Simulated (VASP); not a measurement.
# Si (Fd-3m) in VASP: single point with PBE

Aim: the single point of Si with PBE.

Program: VASP 6.6.1. These are calculated values, not measurements. Logs are shortened: lines on timing, memory, paths and dates and some standing lists are left out, and cuts for length are marked.

**1. The cell of the first run**

It takes space group Fd-3m (No. 227, cubic). The conventional cell has a = 5.470 Å, b = 5.470 Å, c = 5.470 Å, α = 90.00°, β = 90.00°, γ = 90.00°. Within 3.1 Å of Si (site symmetry -43m) lie 4 Si at 2.37 Å.

**2. Single point, PBE**

The input, INCAR:

```
SYSTEM = Si
PREC = Accurate
ENCUT = 520
EDIFF = 1E-6
ISMEAR = 0
SIGMA = 0.02
LREAL = .FALSE.
LASPH = .TRUE.
NELM = 60
ALGO = Normal
ISIF = 2
LWAVE = .FALSE.
LCHARG = .FALSE.
GGA = PE
NBANDS = 11
```

The input, KPOINTS:

```
Automatic mesh
0
G
  8 8 8
  0 0 0
```

The input, POSCAR:

```
Si
1.0
    0.0000000000      2.7350468774      2.7350468774
    2.7350468774      0.0000000000      2.7350468774
    2.7350468774      2.7350468774      0.0000000000
Si
2
Direct
    0.7500000000      0.7500000000      0.7500000000
    0.5000000000      0.5000000000      0.5000000000
```

Potentials or basis: VASP PAW PBE potentials, release 64 (Si).

The run is started by

```console
$ cat potpaw_PBE.64/Si/POTCAR > POTCAR
$ mpirun -np 1 vasp_std > vasp.out
```

OUTCAR:

```text
SYSTEM = Si
   PREC = Accurate
   ENCUT = 520
   EDIFF = 1E-6
   ISMEAR = 0
   LREAL = .FALSE.
   LASPH = .TRUE.
   NELM = 60
   ISIF = 2
   GGA = PE

 ion  position               nearest neighbor table
   1  0.750  0.750  0.750-   2 2.37   2 2.37   2 2.37   2 2.37
   2  0.500  0.500  0.500-   1 2.37   1 2.37   1 2.37   1 2.37

  LATTYP: Found a face centered cubic cell.
 ALAT       =     5.4700937548

  Lattice vectors:

 A1 = (   0.0000000000,   2.7350468774,   2.7350468774)
 A2 = (   2.7350468774,   0.0000000000,   2.7350468774)
 A3 = (   2.7350468774,   2.7350468774,   0.0000000000)

Analysis of symmetry for initial positions (statically):
=====================================================================
 Subroutine PRICEL returns:
 Original cell was already a primitive cell.

 Routine SETGRP: Setting up the symmetry group for a
 face centered cubic supercell.

 Subroutine GETGRP returns: Found 48 space group operations
 (whereof 24 operations were pure point group operations)
 out of a pool of 48 trial point group operations.

The static configuration has the point symmetry T_d .
 The point group associated with its full space group is O_h .

Analysis of symmetry for dynamics (positions and initial velocities):
=====================================================================
 Subroutine PRICEL returns:
 Original cell was already a primitive cell.

 Routine SETGRP: Setting up the symmetry group for a
 face centered cubic supercell.

 Subroutine GETGRP returns: Found 48 space group operations
 (whereof 24 operations were pure point group operations)
 out of a pool of 48 trial point group operations.

The dynamic configuration has the point symmetry T_d .
 The point group associated with its full space group is O_h .

 Subroutine INISYM returns: Found 48 space group operations
 (whereof 24 operations are pure point group operations),
 and found     1 'primitive' translations

----------------------------------------------------------------------------------------

                                     Primitive cell

  volume of cell :      40.9189

  direct lattice vectors                    reciprocal lattice vectors
     0.000000000  2.735046877  2.735046877    -0.182812223  0.182812223  0.182812223
     2.735046877  0.000000000  2.735046877     0.182812223 -0.182812223  0.182812223
     2.735046877  2.735046877  0.000000000     0.182812223  0.182812223 -0.182812223

  length of vectors
     3.867940388  3.867940388  3.867940388     0.316640059  0.316640059  0.316640059

  position of ions in fractional coordinates (direct lattice)
     0.750000000  0.750000000  0.750000000
     0.500000000  0.500000000  0.500000000

  ion indices of the primitive-cell ions
   primitive index   ion index
                 1           1
                 2           2

----------------------------------------------------------------------------------------

 KPOINTS: Automatic mesh

Automatic generation of k-mesh.
 Grid dimensions read from file:
 generate k-points for:    8    8    8

 Generating k-lattice:

  Cartesian coordinates                     Fractional coordinates (reciprocal lattice)
    -0.022851528  0.022851528  0.022851528     0.125000000  0.000000000  0.000000000
     0.022851528 -0.022851528  0.022851528     0.000000000  0.125000000  0.000000000
     0.022851528  0.022851528 -0.022851528     0.000000000  0.000000000  0.125000000

  Length of vectors
     0.039580007  0.039580007  0.039580007

  Shift w.r.t. Gamma in fractional coordinates (k-lattice)
     0.000000000  0.000000000  0.000000000

 Subroutine IBZKPT returns following result:
 ===========================================

 Found     29 irreducible k-points:

 Following reciprocal coordinates:
            Coordinates               Weight
  0.000000  0.000000  0.000000      1.000000
  0.125000  0.000000  0.000000      8.000000
  0.250000  0.000000  0.000000      8.000000
  0.375000  0.000000  0.000000      8.000000
  0.500000  0.000000  0.000000      4.000000
  0.125000  0.125000  0.000000      6.000000
[... 16 lines left out ...]
  0.500000  0.250000  0.125000     48.000000
 -0.375000  0.250000  0.125000     24.000000
 [... further k-points ...]
   k-points           NKPTS =     29   k-points in BZ     NKDIM =     29   number of bands    NBANDS=     11
   number of dos      NEDOS =    301   number of ions     NIONS =      2
   total plane-waves  NPLWV =  27000
   dimension x,y,z NGX =    30 NGY =   30 NGZ =   30
   dimension x,y,z NGXF=    60 NGYF=   60 NGZF=   60
   ions per type =               2
   NGX,Y,Z   is equivalent  to a cutoff of  12.89, 12.89, 12.89 a.u.
   NGXF,Y,Z  is equivalent  to a cutoff of  25.79, 25.79, 25.79 a.u.
 SYSTEM =  Si
   PREC   = accura    normal or accurate (medium, high low for compatibility)
   ISTART =      0    job   : 0-new  1-cont  2-samecut
   ICHARG =      2    charge: 1-file 2-atom 10-const
   ISPIN  =      1    spin polarized calculation?
   LNONCOLLINEAR =      F non collinear calculations
   LSORBIT =      F    spin-orbit coupling
   LASPH  =      T    aspherical Exc in radial PAW
   ENCUT  =  520.0 eV  38.22 Ry    6.18 a.u.   7.19  7.19  7.19*2*pi/ulx,y,z
   NELM   =     60;   NELMIN=  2; NELMDL= -5     # of ELM steps
   EDIFF  = 0.1E-05   stopping-criterion for ELM
   LREAL  =      F    real-space projection
   EDIFFG = 0.1E-04   stopping-criterion for IOM
   NSW    =      0    number of steps for IOM
   IBRION =     -1    ionic relax: 0-MD 1-quasi-New 2-CG
   NFREE  =      0    steps in history (QN), initial steepest desc. (CG)
   ISIF   =      2    stress and relaxation
   ISYM   =      2    0-nonsym 1-usesym 2-fastsym
   POTIM  = 0.5000    time-step for ionic-motion
   TEBEG  =    0.0;   TEEND  =   0.0 temperature during run
   PSTRESS=    0.0 pullay stress
   NELECT =       8.0000    total number of electrons
   NUPDOWN=      -1.0000    fix difference up-down
   EMIN   =  10.00;   EMAX   =-10.00  energy-range for DOS
   EFERMI =   0.00;   METHOD = LEGACY
   ISMEAR =     0;   SIGMA  =   0.02  broadening in eV -4-tet -1-fermi 0-gaus
   EFERMI_NEDOS =   21; number of points for ismear=-14 and -15
   IALGO  =     38    algorithm
   IMIX   =      4    mixing-type and parameters
     AMIX     =   0.40;   BMIX     =  1.00
     AMIX_MAG =   1.60;   BMIX_MAG =  1.00
  volume/ion in A,a.u.               =      20.46       138.07
  Fermi-wavevector in a.u.,A,eV,Ry     =   0.950160  1.795542 12.283393  0.902804
  Thomas-Fermi vector in A             =   2.078511
   LORBIT       =      0    0 simple, 1 ext, 2 COOP (PROOUT), +10 PAW based schemes
   GGA     = PE    functional components
   LHFCALC =     F    Hartree Fock is set to
   AEXX    =    0.0000 exact exchange contribution
   IVDW    =     0    specifies the selected vdW correction
   LEPSILON=     F    determine dielectric tensor
   LRPA    =     F    only Hartree local field effects (RPA)
 non-spin polarized calculation
 Gauss-broadening in eV      SIGMA  =   0.02
  energy-cutoff  :      520.00
  volume of cell :       40.92
 maximum number of plane-waves:      1124
 NGX is ok and might be reduce to    30
   NGX = 15   NGY = 15   NGZ = 15

 number of electron       8.0000001 magnetization

 Free energy of the ion-electron system (eV)
  ---------------------------------------------------
  ext. energy  EPLUGINS =         0.00000000
  ---------------------------------------------------
  free energy    TOTEN  =       -10.84608134 eV

  energy without entropy =      -10.84608134  energy(sigma->0) =      -10.84608134

 E-fermi :   5.7099     XC(G=0):  -9.3237

 val. band max:        5.6099049247   @ k =   0.0000   0.0000   0.0000
 cond. band min:       6.2610804871   @ k =   0.3750   0.3750   0.0000
 fundamental gap:      0.6511755625
 Fermi energy:         5.7099136886

 k-point     1 :       0.0000    0.0000    0.0000
  band No.  band energies     occupation
      1      -6.1999      2.00000
      2       5.6099      2.00000
      3       5.6099      2.00000
      4       5.6099      2.00000
      5       8.1661      0.00000
      6       8.1661      0.00000
      7       8.1661      0.00000
      8       8.7353      0.00000
      9      13.3181      0.00000
     10      13.3181      0.00000
     11      13.4841      0.00000

 k-point     2 :       0.1250    0.0000    0.0000
  band No.  band energies     occupation
      1      -5.9996      2.00000
      2       4.0193      2.00000
      3       5.3277      2.00000
      4       5.3277      2.00000
      5       8.0505      0.00000
      6       8.5812      0.00000
      7       8.5812      0.00000
      8      10.1363      0.00000
      9      12.8455      0.00000
     10      12.8455      0.00000
     11      14.2594      0.00000

 k-point     3 :       0.2500    0.0000    0.0000
  band No.  band energies     occupation
      1      -5.4156      2.00000
      2       1.7249      2.00000
      3       4.8653      2.00000
      4       4.8653      2.00000
      5       7.5665      0.00000
      6       9.0991      0.00000
      7       9.0991      0.00000
      8      12.3549      0.00000
      9      12.7963      0.00000
     10      12.7963      0.00000
     11      14.5369      0.00000

 k-point     4 :       0.3750    0.0000    0.0000
  band No.  band energies     occupation
      1      -4.5417      2.00000
      2      -0.2583      2.00000
      3       4.5427      2.00000
      4       4.5427      2.00000
      5       7.2019      0.00000
      6       9.0626      0.00000
      7       9.0626      0.00000
      8      13.4453      0.00000
      9      14.1472      0.00000
     10      14.1472      0.00000
     11      15.1157      0.00000
[... 239 lines left out ...]
 k-point    22 :       0.3750    0.2500    0.1250
  band No.  band energies     occupation
      1      -4.8959      2.00000
      2       1.3424      2.00000
      3       2.9597      2.00000
      4       4.2106      2.00000
      5       8.0527      0.00000
      6       9.4342      0.00000
      7       9.8129      0.00000
      8      11.0486      0.00000
      9      13.3202      0.00000
     10      15.7104      0.00000
     11      16.5702      0.00000

 k-point    23 :       0.5000    0.2500    0.1250
  band No.  band energies     occupation
      1      -4.0271      2.00000
      2      -0.1762      2.00000
      3       2.3558      2.00000
      4       3.7236      2.00000
      5       8.4736      0.00000
      6       9.1387      0.00000
      7      10.5861      0.00000
      8      11.4862      0.00000
      9      14.5377      0.00000
     10      15.2331      0.00000
     11      17.5090      0.00000

 k-point    24 :      -0.3750    0.2500    0.1250
  band No.  band energies     occupation
      1      -3.3935      2.00000
      2      -1.0949      2.00000
      3       2.2244      2.00000
      4       3.5008      2.00000
      5       8.6320      0.00000
      6       8.7564      0.00000
      7      11.4545      0.00000
      8      12.6743      0.00000
      9      12.9140      0.00000
     10      16.1152      0.00000
     11      17.1583      0.00000

 [... further k-points ...]
[... 5 lines left out ...]
  --------------------------------------------------------------------------------------
  -------------------------------------------------------------------------------------
  Total       -0.0163181     -0.0163181     -0.0163181     -0.0000000      0.0000000     -0.0000000
  in kB       -0.6389321     -0.6389321     -0.6389321     -0.0000000      0.0000000     -0.0000000
  external PRESSURE =      -0.6389321 kB  Pullay stress =       0.0000000 kB

 VOLUME and BASIS-vectors are now :
 -----------------------------------------------------------------------------
  energy-cutoff  :      520.00
  volume of cell :       40.92
      direct lattice vectors                 reciprocal lattice vectors
     0.000000000  2.735046877  2.735046877    -0.182812223  0.182812223  0.182812223
     2.735046877  0.000000000  2.735046877     0.182812223 -0.182812223  0.182812223
     2.735046877  2.735046877  0.000000000     0.182812223  0.182812223 -0.182812223

 POSITION                                       TOTAL-FORCE (eV/Angst)
 -----------------------------------------------------------------------------------
      4.10257      4.10257      4.10257         0.000000      0.000000      0.000000
      2.73505      2.73505      2.73505        -0.000000     -0.000000     -0.000000
 -----------------------------------------------------------------------------------
    total drift:                                0.000000     -0.000000     -0.000000

  FREE ENERGIE OF THE ION-ELECTRON SYSTEM (eV)
  ---------------------------------------------------
  free  energy   TOTEN  =       -10.8460813373 eV

  energy  without entropy=      -10.8460813373  energy(sigma->0) =      -10.84608134
```

Run time: 7.5 s. Hardware: 1 thread of Intel Xeon Platinum 8559C (Emerald Rapids), shared host; peak memory 0.15 GiB.

What came out:

| Property | Result |
| --- | --- |
| Free energy | -10.8461 eV |
| Pressure | -0.1 GPa |
| Band gap on the k mesh | 0.65 eV, indirect (least direct gap 2.56 eV) |

Levels at points of the mesh, in eV from the valence-band top:
```tsv
k point	band 2	band 3	band 4	band 5	band 6	band 7
(0.00, 0.00, 0.00)	0.00	0.00	0.00	2.56	2.56	2.56
(0.50, 0.00, 0.00)	-6.87	-1.18	-1.18	1.46	3.35	3.35
(0.50, 0.50, 0.00)	-7.74	-2.79	-2.79	0.75	0.75	9.93
```
